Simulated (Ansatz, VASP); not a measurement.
# One calculation of BN, two programs

```xyz
4
Lattice="2.5539 0.0223 0.0000 -1.2576 2.2006 0.0000 0.0000 0.0000 4.2269" Properties=species:S:1:pos:R:3 pbc="T T T"
B     1.2834    0.7484    4.2257
B     0.0129    1.4745    2.1123
N     1.2834    0.7484    2.6430
N     0.0129    1.4745    0.5295
```

Change from the starting cell: strain +0.0175 x Voigt [0, 0, 0, 0, 0, 1], atoms carried along.

Alike in both runs: task single point; functional LDA; k mesh 12 × 12 × 6; occupations gaussian, width 0.05 eV; no spin polarisation.

|  | VASP | Ansatz |
| --- | --- | --- |
| version | VASP 6.6.1 | Ansatz 0.2.0 |
| potentials or method | VASP PAW LDA potentials, release 64 (B, N), cutoff 520 eV | scalar-relativistic, plane waves, PAW |
| valence electrons in the cell | 16 | 16 |

|  | VASP | Ansatz | Ansatz less VASP |
| --- | --- | --- | --- |
| gap on the k mesh at the Fermi level (eV) | 4.91 | 4.94 | +0.025 |
| least direct gap on the mesh (eV) | 7.97 | 7.98 | +0.016 |
| pressure (GPa) | -12.8 | -13.6 | -0.83 |
| traceless stress, the component that is largest in VASP (GPa) | -7.07 | -7.04 | +0.036 |
| rms of the force components (eV/Å) | 0.033 | 0.031 | -0.0011 |

LDA's correlation is that of Perdew and Zunger in VASP and of Perdew and Wang (1992) in Ansatz. Atom by atom the forces differ by 0.002 eV/Å (rms over components).
